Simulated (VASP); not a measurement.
# HgTe (Cmcm) in VASP: notebook

Runs on HgTe. Level: PBEsol. Tasks: single point.

All numbers are computed with VASP 6.6.1; they aren't measurements. Logs are shortened: lines on timing, memory, paths and dates and some standing lists are left out, and cuts for length are marked.

### 1 The cell of the first run

The typed cell holds 4 atoms: a = 4.348 Å, b = 4.348 Å, c = 6.009 Å, α = 90.00°, β = 90.00°, γ = 90.01°.

### 2 Single point, PBEsol (strain +0.025 along x and y, +0.000 along z)

INCAR

```
ALGO     = Normal         # electronic algorithm
EDIFF    = 1E-6           # SCF threshold, eV
ENCUT    = 520            # plane-wave cutoff, eV
GGA      = PS             # functional
ISIF     = 2              # what is computed and relaxed
ISMEAR   = 0              # smearing method
LASPH    = T              # aspherical terms in the spheres
LCHARG   = F              # write CHGCAR
LREAL    = F              # projectors in reciprocal space
LWAVE    = F              # write WAVECAR
NBANDS   = 26             # bands
NELM     = 60             # most SCF steps
PREC     = Accurate       # precision mode
SIGMA    = 0.15           # smearing width, eV
```

KPOINTS

```
k-points
0
Gamma
  12 12 8
```

POSCAR

```
HgTe
1.0
    3.0745340129     -3.0751386643      0.0000000000
    3.0745340129      3.0751386643      0.0000000000
    0.0000000000      0.0000000000      6.0086701413
Hg Te
2 2
Direct
    0.2498182349      0.7501817651      0.7500000000
    0.7501817651      0.2498182349      0.2500000000
    0.7498667075      0.2501332925      0.7500000000
    0.2501332925      0.7498667075      0.2500000000
```

Potentials or basis: VASP PAW PBE potentials, release 64 (Hg, Te).

Run with:

```bash
cat potpaw_PBE.64/Hg/POTCAR potpaw_PBE.64/Te/POTCAR > POTCAR
mpirun -np 1 vasp_std > vasp.out
```

OUTCAR:

```text
EDIFF = 1E-6
   ENCUT = 520
   GGA = PS
   ISIF = 2
   ISMEAR = 0
   LASPH = T
   LREAL = F
   NELM = 60
   PREC = Accurate

 ion  position               nearest neighbor table
   1  0.250  0.750  0.750-   4 3.00   4 3.00   3 3.07   3 3.07   3 3.07   3 3.08
   2  0.750  0.250  0.250-   3 3.00   3 3.00   4 3.07   4 3.07   4 3.07   4 3.08
   3  0.750  0.250  0.750-   2 3.00   2 3.00   1 3.07   1 3.07   1 3.07   1 3.08
   4  0.250  0.750  0.250-   1 3.00   1 3.00   2 3.07   2 3.07   2 3.07   2 3.08

  LATTYP: Found a base centered orthorhombic cell.
 ALAT       =     6.1490680258
 B/A-ratio  =     1.0001966644
 C/A-ratio  =     0.9771676157

  Lattice vectors:

 A1 = (   3.0745340129,  -3.0751386643,   0.0000000000)
 A2 = (   3.0745340129,   3.0751386643,   0.0000000000)
 A3 = (   0.0000000000,   0.0000000000,   6.0086701413)

Analysis of symmetry for initial positions (statically):
=====================================================================
 Subroutine PRICEL returns:
 Original cell was already a primitive cell.

 Routine SETGRP: Setting up the symmetry group for a
 base centered orthorhombic supercell.

 Subroutine GETGRP returns: Found  8 space group operations
 (whereof  4 operations were pure point group operations)
 out of a pool of  8 trial point group operations.

The static configuration has the point symmetry C_2h.
 The point group associated with its full space group is D_2h.

Analysis of symmetry for dynamics (positions and initial velocities):
=====================================================================
 Subroutine PRICEL returns:
 Original cell was already a primitive cell.

 Routine SETGRP: Setting up the symmetry group for a
 base centered orthorhombic supercell.

 Subroutine GETGRP returns: Found  8 space group operations
 (whereof  4 operations were pure point group operations)
 out of a pool of  8 trial point group operations.

The dynamic configuration has the point symmetry C_2h.
 The point group associated with its full space group is D_2h.

 Subroutine INISYM returns: Found  8 space group operations
 (whereof  4 operations are pure point group operations),
 and found     1 'primitive' translations

----------------------------------------------------------------------------------------

                                     Primitive cell

  volume of cell :     113.6194

  direct lattice vectors                    reciprocal lattice vectors
     3.074534013 -3.075138664  0.000000000     0.162626270 -0.162594294  0.000000000
     3.074534013  3.075138664  0.000000000     0.162626270  0.162594294  0.000000000
     0.000000000  0.000000000  6.008670141     0.000000000  0.000000000  0.166426177

  length of vectors
     4.348475273  4.348475273  6.008670141     0.229965668  0.229965668  0.166426177

  position of ions in fractional coordinates (direct lattice)
     0.249818235  0.750181765  0.750000000
     0.750181765  0.249818235  0.250000000
     0.749866707  0.250133293  0.750000000
     0.250133293  0.749866707  0.250000000

  ion indices of the primitive-cell ions
   primitive index   ion index
                 1           1
                 2           2
                 3           3
                 4           4

----------------------------------------------------------------------------------------

 KPOINTS: k-points

Automatic generation of k-mesh.
 Grid dimensions read from file:
 generate k-points for:   12   12    8

 Generating k-lattice:

  Cartesian coordinates                     Fractional coordinates (reciprocal lattice)
     0.013552189 -0.013549524  0.000000000     0.083333333  0.000000000  0.000000000
     0.013552189  0.013549524  0.000000000     0.000000000  0.083333333  0.000000000
     0.000000000  0.000000000  0.020803272     0.000000000  0.000000000  0.125000000

  Length of vectors
     0.019163806  0.019163806  0.020803272

  Shift w.r.t. Gamma in fractional coordinates (k-lattice)
     0.000000000  0.000000000  0.000000000

 Subroutine IBZKPT returns following result:
 ===========================================

 Found    215 irreducible k-points:

 Following reciprocal coordinates:
            Coordinates               Weight
  0.000000  0.000000  0.000000      1.000000
  0.083333 -0.000000  0.000000      4.000000
  0.166667  0.000000  0.000000      4.000000
  0.250000  0.000000  0.000000      4.000000
  0.333333  0.000000  0.000000      4.000000
  0.416667  0.000000  0.000000      4.000000
[... 16 lines left out ...]
  0.500000  0.166667  0.000000      4.000000
 -0.416667  0.166667  0.000000      4.000000
 [... further k-points ...]
   k-points           NKPTS =    215   k-points in BZ     NKDIM =    215   number of bands    NBANDS=     26
   number of dos      NEDOS =    301   number of ions     NIONS =      4
   total plane-waves  NPLWV =  49152
   dimension x,y,z NGX =    32 NGY =   32 NGZ =   48
   dimension x,y,z NGXF=    64 NGYF=   64 NGZF=   96
   ions per type =               2   2
   NGX,Y,Z   is equivalent  to a cutoff of  12.23, 12.23, 13.28 a.u.
   NGXF,Y,Z  is equivalent  to a cutoff of  24.47, 24.47, 26.56 a.u.
 SYSTEM =  unknown system
   PREC   = accura    normal or accurate (medium, high low for compatibility)
   ISTART =      0    job   : 0-new  1-cont  2-samecut
   ICHARG =      2    charge: 1-file 2-atom 10-const
   ISPIN  =      1    spin polarized calculation?
   LNONCOLLINEAR =      F non collinear calculations
   LSORBIT =      F    spin-orbit coupling
   LASPH  =      T    aspherical Exc in radial PAW
   ENCUT  =  520.0 eV  38.22 Ry    6.18 a.u.   8.09  8.09 11.17*2*pi/ulx,y,z
   NELM   =     60;   NELMIN=  2; NELMDL= -5     # of ELM steps
   EDIFF  = 0.1E-05   stopping-criterion for ELM
   LREAL  =      F    real-space projection
   EDIFFG = 0.1E-04   stopping-criterion for IOM
   NSW    =      0    number of steps for IOM
   IBRION =     -1    ionic relax: 0-MD 1-quasi-New 2-CG
   NFREE  =      0    steps in history (QN), initial steepest desc. (CG)
   ISIF   =      2    stress and relaxation
   ISYM   =      2    0-nonsym 1-usesym 2-fastsym
   POTIM  = 0.5000    time-step for ionic-motion
   TEBEG  =    0.0;   TEEND  =   0.0 temperature during run
   PSTRESS=    0.0 pullay stress
   NELECT =      36.0000    total number of electrons
   NUPDOWN=      -1.0000    fix difference up-down
   EMIN   =  10.00;   EMAX   =-10.00  energy-range for DOS
   EFERMI =   0.00;   METHOD = LEGACY
   ISMEAR =     0;   SIGMA  =   0.15  broadening in eV -4-tet -1-fermi 0-gaus
   EFERMI_NEDOS =   21; number of points for ismear=-14 and -15
   IALGO  =     38    algorithm
   IMIX   =      4    mixing-type and parameters
     AMIX     =   0.40;   BMIX     =  1.00
     AMIX_MAG =   1.60;   BMIX_MAG =  1.00
  volume/ion in A,a.u.               =      28.40       191.69
  Fermi-wavevector in a.u.,A,eV,Ry     =   1.116070  2.109067 16.947592  1.245613
  Thomas-Fermi vector in A             =   2.252681
   LORBIT       =      0    0 simple, 1 ext, 2 COOP (PROOUT), +10 PAW based schemes
   GGA     = PS    functional components
   LHFCALC =     F    Hartree Fock is set to
   AEXX    =    0.0000 exact exchange contribution
   IVDW    =     0    specifies the selected vdW correction
   LEPSILON=     F    determine dielectric tensor
   LRPA    =     F    only Hartree local field effects (RPA)
 non-spin polarized calculation
 Gauss-broadening in eV      SIGMA  =   0.15
  energy-cutoff  :      520.00
  volume of cell :      113.62
 maximum number of plane-waves:      3088
   NGX = 17   NGY = 17   NGZ = 23

 number of electron      35.9999999 magnetization

 Free energy of the ion-electron system (eV)
  ---------------------------------------------------
  ext. energy  EPLUGINS =         0.00000000
  ---------------------------------------------------
  free energy    TOTEN  =        -8.37454445 eV

  energy without entropy =       -8.34501565  energy(sigma->0) =       -8.35978005

 E-fermi :   4.2076     XC(G=0): -10.0376

 val. band max:        4.1935850082   @ k =   0.1667   0.1667   0.5000
 cond. band min:       4.2118214724   @ k =   0.5000   0.0000   0.1250
 fundamental gap:      0.0182364642
 Fermi energy:         4.2075914981

 k-point     1 :       0.0000    0.0000    0.0000
  band No.  band energies     occupation
      1      -7.8346      2.00000
      2      -6.7566      2.00000
      3      -2.5050      2.00000
      4      -2.4719      2.00000
      5      -2.4311      2.00000
      6      -2.4089      2.00000
[... 18 lines left out ...]
     25      11.7879      0.00000
     26      11.8784      0.00000

 k-point     2 :       0.0833   -0.0000    0.0000
  band No.  band energies     occupation
      1      -7.7958      2.00000
      2      -6.7404      2.00000
      3      -2.5000      2.00000
      4      -2.4777      2.00000
      5      -2.4517      2.00000
      6      -2.4129      2.00000
[... 18 lines left out ...]
     25      11.8189      0.00000
     26      12.2707      0.00000

 k-point     3 :       0.1667    0.0000    0.0000
  band No.  band energies     occupation
      1      -7.6822      2.00000
      2      -6.6990      2.00000
      3      -2.5062      2.00000
      4      -2.5022      2.00000
      5      -2.4914      2.00000
      6      -2.4272      2.00000
[... 18 lines left out ...]
     25      11.9141      0.00000
     26      12.1263      0.00000

 k-point     4 :       0.2500    0.0000    0.0000
  band No.  band energies     occupation
      1      -7.5042      2.00000
      2      -6.6537      2.00000
      3      -2.5773      2.00000
      4      -2.5540      2.00000
      5      -2.5229      2.00000
      6      -2.5007      2.00000
[... 18 lines left out ...]
     25      11.1973      0.00000
     26      12.0755      0.00000

 k-point     5 :       0.3333    0.0000    0.0000
  band No.  band energies     occupation
      1      -7.2810      2.00000
      2      -6.6390      2.00000
      3      -2.6443      2.00000
      4      -2.6281      2.00000
      5      -2.6119      2.00000
      6      -2.5641      2.00000
[... 18 lines left out ...]
     25      10.2850      0.00000
     26      11.6688      0.00000

 k-point     6 :       0.4167    0.0000    0.0000
  band No.  band energies     occupation
      1      -7.0433      2.00000
      2      -6.6928      2.00000
      3      -2.7006      2.00000
      4      -2.6896      2.00000
      5      -2.6749      2.00000
      6      -2.6702      2.00000
[... 427 lines left out ...]
 k-point    21 :       0.3333    0.1667    0.0000
  band No.  band energies     occupation
      1      -7.2025      2.00000
      2      -6.6477      2.00000
      3      -2.6914      2.00000
      4      -2.6494      2.00000
      5      -2.4833      2.00000
      6      -2.4731      2.00000
[... 18 lines left out ...]
     25      10.9634      0.00000
     26      11.0656      0.00000

 k-point    22 :       0.4167    0.1667    0.0000
  band No.  band energies     occupation
      1      -7.0032      2.00000
      2      -6.7061      2.00000
      3      -2.6595      2.00000
      4      -2.6473      2.00000
      5      -2.5419      2.00000
      6      -2.4799      2.00000
[... 18 lines left out ...]
     25      10.6885      0.00000
     26      11.3251      0.00000

 k-point    23 :       0.5000    0.1667    0.0000
  band No.  band energies     occupation
      1      -6.8287      2.00000
      2      -6.8279      2.00000
      3      -2.6073      2.00000
      4      -2.6065      2.00000
      5      -2.5695      2.00000
      6      -2.5689      2.00000
[... 18 lines left out ...]
     25      11.0634      0.00000
     26      11.0662      0.00000

 k-point    24 :      -0.4167    0.1667    0.0000
  band No.  band energies     occupation
      1      -7.0036      2.00000
      2      -6.7060      2.00000
      3      -2.6586      2.00000
      4      -2.6465      2.00000
      5      -2.5424      2.00000
      6      -2.4803      2.00000
[... 18 lines left out ...]
     25      10.6882      0.00000
     26      11.3278      0.00000

 [... further k-points ...]

------------------------ aborting loop because EDIFF is reached ----------------------------------------

  FORCE on cell =-STRESS in cart. coord.  units (eV):
  Direction    XX          YY          ZZ          XY          YZ          ZX
  --------------------------------------------------------------------------------------
  -------------------------------------------------------------------------------------
  Total       -1.8521256     -1.8551855     -1.1175624      0.0000000      0.0000000      0.0000000
  in kB      -26.1173230    -26.1604709    -15.7590484      0.0000000      0.0000000      0.0000000
  external PRESSURE =     -22.6789475 kB  Pullay stress =       0.0000000 kB

 VOLUME and BASIS-vectors are now :
 -----------------------------------------------------------------------------
  energy-cutoff  :      520.00
  volume of cell :      113.62
      direct lattice vectors                 reciprocal lattice vectors
     3.074534013 -3.075138664  0.000000000     0.162626270 -0.162594294  0.000000000
     3.074534013  3.075138664  0.000000000     0.162626270  0.162594294  0.000000000
     0.000000000  0.000000000  6.008670141     0.000000000  0.000000000  0.166426177

 POSITION                                       TOTAL-FORCE (eV/Angst)
 -----------------------------------------------------------------------------------
      3.07453      1.53869      4.50650         0.000000     -0.000312      0.000000
      3.07453     -1.53869      1.50217         0.000000      0.000312     -0.000000
      3.07453     -1.53675      4.50650         0.000000     -0.000470      0.000000
      3.07453      1.53675      1.50217         0.000000      0.000470      0.000000
 -----------------------------------------------------------------------------------
    total drift:                                0.000000      0.000000     -0.000000

  FREE ENERGIE OF THE ION-ELECTRON SYSTEM (eV)
  ---------------------------------------------------
  free  energy   TOTEN  =        -8.3745444524 eV

  energy  without entropy=       -8.3450156510  energy(sigma->0) =       -8.35978005
```

Run time: 7 min. Hardware: 1 thread of Intel Xeon 8259CL, shared host; peak memory 0.64 GiB.

Results:

```yaml
Free_energy: -8.3745 eV
Pressure: -2.3 GPa
Band_gap_on_the_k_mesh: zero (bands 18 and 19 overlap by 2.48 eV)
```

Stress tensor (GPa, compression positive):
```
-2.61  0.00  0.00
 0.00 -2.62  0.00
 0.00  0.00 -1.58
```

Caveat: the cell differs from its parent crystal (strain +0.025 along x and y, +0.000 along z); the PAW data sets were made with another functional, which shifts forces and pressure a little; spin-orbit coupling is left out, which moves the levels of the heavy elements.

### 3 Single point, PBEsol (strain -0.025 along x and y, -0.050 along z)

INCAR

```
PREC     = Accurate       # precision mode
ENCUT    = 520            # plane-wave cutoff, eV
EDIFF    = 1E-6           # SCF threshold, eV
ISMEAR   = 0              # smearing method
SIGMA    = 0.15           # smearing width, eV
LREAL    = F              # projectors in reciprocal space
LASPH    = T              # aspherical terms in the spheres
NELM     = 80             # most SCF steps
ALGO     = Normal         # electronic algorithm
ISIF     = 2              # what is computed and relaxed
LWAVE    = F              # write WAVECAR
LCHARG   = F              # write CHGCAR
GGA      = PS             # functional
NBANDS   = 26             # bands
```

KPOINTS

```
regular mesh
0
Gamma
  12 12 8
```

POSCAR

```
HgTe
1.0
    2.9245567439     -2.9251319001      0.0000000000
    2.9245567439      2.9251319001      0.0000000000
    0.0000000000      0.0000000000      5.7082366342
Hg Te
2 2
Direct
    0.2498182349      0.7501817651      0.7500000000
    0.7501817651      0.2498182349      0.2500000000
    0.7498667075      0.2501332925      0.7500000000
    0.2501332925      0.7498667075      0.2500000000
```

Potentials or basis: VASP PAW PBE potentials, release 64 (Hg, Te).

Run with:

```bash
cat potpaw_PBE.64/Hg/POTCAR potpaw_PBE.64/Te/POTCAR > POTCAR
mpirun -np 1 vasp_std > vasp.out
```

Wall time 3.2 min (1 thread of Intel Xeon Platinum 8559C (Emerald Rapids), shared host); peak memory 0.56 GiB.

It converged, with:

| Item | Value |
| --- | --- |
| Free energy | -8.1440 eV |
| Pressure | 8.4 GPa |
| Band gap on the k mesh | zero (bands 18 and 19 overlap by 3.31 eV) |

Stress tensor (GPa, compression positive):
```
 7.43  0.00  0.00
 0.00  7.41  0.00
 0.00  0.00 10.50
```

Levels at points of the mesh, in eV from the Fermi level:
```tsv
k point	band 14	band 15	band 16	band 17	band 18	band 19	band 20	band 21	band 22	band 23
(0.00, 0.00, 0.00)	-3.13	-3.00	-2.99	-1.07	-0.87	-0.87	-0.29	4.46	7.69	7.69
(0.50, 0.00, 0.00)	-5.09	-3.10	-3.09	-0.03	-0.02	2.00	2.00	4.75	4.75	4.82
(0.50, 0.50, 0.00)	-5.37	-3.03	-3.03	-2.91	-2.91	-2.75	-2.75	4.61	4.61	9.63
(0.00, 0.00, 0.50)	-3.54	-1.87	-1.87	-1.87	-1.87	1.16	1.16	5.20	5.20	6.43
(0.50, 0.00, 0.50)	-6.15	0.38	0.38	0.56	0.56	2.34	2.34	3.57	3.57	3.82
(0.50, 0.50, 0.50)	-5.06	-4.01	-4.01	-4.01	-4.01	2.59	2.59	4.95	4.95	6.85
```

Caveat: the cell differs from its parent crystal (strain -0.025 along x and y, -0.050 along z); the cell stands under pressure; the PAW data sets were made with another functional, which shifts forces and pressure a little; spin-orbit coupling is left out, which moves the levels of the heavy elements.
